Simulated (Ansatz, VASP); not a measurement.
## One calculation of CoSi, two programs

```
Co Si
1.0
     3.76622    0.00000    0.00000
     0.00000    5.09548    0.00000
     0.00000    0.00000    4.43085
Co Si
4 4
Cartesian
  0.5462 0.7389 0.6426
  1.3369 4.3565 2.8580
  2.4293 1.8088 3.7883
  3.2200 3.2867 1.5729
  3.1755 4.2963 3.7359
  2.4738 0.7992 1.5205
  1.2924 3.3469 0.6949
  0.5907 1.7486 2.9104
```

Change from the starting cell: strain -0.1500 x Voigt [1, -1, 0, 0, 0, 0], atoms carried along.

Alike in both runs: task single point; functional PBE; k mesh 10 × 10 × 10; occupations gaussian, width 0.15 eV; no spin polarisation.

|  | VASP | Ansatz |
| --- | --- | --- |
| version | VASP 6.6.1 | Ansatz 0.2.0 |
| potentials or method | VASP PAW PBE potentials, release 64 (Co, Si), cutoff 520 eV | scalar-relativistic, plane waves, PAW |
| valence electrons in the cell | 52 | 84 |

|  | VASP | Ansatz | Ansatz less VASP |
| --- | --- | --- | --- |
| gap on the k mesh at the Fermi level (eV) | none | none | - |
| pressure (GPa) | 24.6 | 24.6 | +0.02 |
| traceless stress, the component that is largest in VASP (GPa) | 52.62 | 52.52 | -0.103 |
| rms of the force components (eV/Å) | 0.864 | 0.851 | -0.0135 |

Atom by atom the forces differ by 0.018 eV/Å (rms over components). A gap of «none» marks a metal or a gap that the smearing closes. With one functional, cell and mesh, what is left measures potentials, basis and numerics. VASP's potentials hold 52 valence electrons a cell and Ansatz's 84, so a difference there can come from the potentials and not from the codes.
